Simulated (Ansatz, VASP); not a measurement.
**Two plane-wave programs on KI**

```
K I
1.0
     4.23242    0.00000    0.00000
     0.00000    4.23242    0.00000
     0.00000    0.00000    4.23242
K I
1 1
Direct
  0.00000 0.00000 0.00000
  0.50000 0.50000 0.50000
```

Alike in both runs: functional PBEsol; k mesh 4 × 4 × 4; no spin polarisation.

Ansatz relaxed the structure, and its values are those at the end. VASP's run is a single point on that final structure, the one shown.

|  | VASP | Ansatz |
| --- | --- | --- |
| version | VASP 6.6.1 | Ansatz 0.2.0 |
| potentials or method | VASP PAW PBE potentials, release 64 (K_sv, I) | plane waves, PAW |
| plane-wave cutoff (eV) | 520 | 420 |
| occupations | gaussian, width 0.01 eV | fixed |
| valence electrons in the cell | 16 | 26 |

```csv
,VASP,Ansatz,Ansatz less VASP
pressure (GPa),0.1,0.0,-0.04
```

VASP's potentials were made for PBE, not for PBEsol. VASP's potentials hold 16 valence electrons a cell and Ansatz's 26, so a difference there can come from the potentials and not from the codes.

Spin-orbit coupling is off throughout.
